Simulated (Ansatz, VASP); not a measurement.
Os: VASP beside Ansatz

File INCAR:

```
SYSTEM = Os
  PREC = Accurate
  ENCUT = 600
  EDIFF = 1E-6
  ISMEAR = 0
  SIGMA = 0.1
  LREAL = .False.
  LASPH = .True.
  NELM = 60
  ALGO = Fast
  ISIF = 3
  LWAVE = .False.
  LCHARG = .False.
  GGA = PE
  IBRION = 2
  NSW = 100
  EDIFFG = -0.01
```

The input KPOINTS:

```
Automatic mesh
0
Gamma
  24 24 22
  0 0 0
```

POSCAR

```
Os
1.0
    2.6725488254      0.0000000000      0.0000000000
   -1.3362744127      2.3144951756      0.0000000000
    0.0000000000      0.0000000000      2.5464346571
Os
1
Direct
    0.0000000000      0.0000000000      0.0000000000
```

Input for Ansatz:

```yaml
crystal:
  lattice:
    - [2.6725488254, 0.0, 0.0]
    - [-1.3362744127, 2.3144951756, 0.0]
    - [0.0, 0.0, 2.5464346571]
  atoms:
    - { symbol: Os, position: [0.0, 0.0, 0.0] }
basis:
  ecutwfc: 420
kpoints:
  mp_grid: { grid: [24, 24, 22] }
hamiltonian:
  xc: pbe
scf:
  occupations: { method: gaussian, width: 0.1 }
output:
  forces: true
  stress: true
  eigenvalues: true
  write_density: true
  write_potential: true
  elf: true
  volumetric_format: npy
relax:
  adjacent_minimum: "off"
  f_tol: 0.01
  max_steps: 80
  cell: { stress_tol: 0.05 }
```

Alike in both runs: task relaxation of cell and atoms; functional PBE; k mesh 24 × 24 × 22; occupations gaussian, width 0.1 eV; no spin polarisation.

|  | VASP | Ansatz |
| --- | --- | --- |
| version | VASP 6.6.1 | Ansatz 0.2.0 |
| potentials or method | VASP PAW PBE potentials, release 64 (Os), cutoff 600 eV | scalar-relativistic, plane waves, PAW |
| valence electrons in the cell | 8 | 16 |

Ansatz gave:

```
gap on the k mesh at the Fermi level, each at its own relaxed structure (eV) : none
relaxed volume (Å³/atom)                                                     : 15.79
relaxed cell length with the largest relative difference (Å)                 : 2.567
```

**Question.** What did VASP give for the same quantities?

**Answer.** gap on the k mesh at the Fermi level, each at its own relaxed structure (eV): none; relaxed volume (Å³/atom): 15.78; relaxed cell length with the largest relative difference (Å): 2.565.

A gap of «none» marks a metal or a gap that the smearing closes. VASP's potentials hold 8 valence electrons a cell and Ansatz's 16, so a difference there can come from the potentials and not from the codes.

Neither program's run includes spin-orbit coupling.
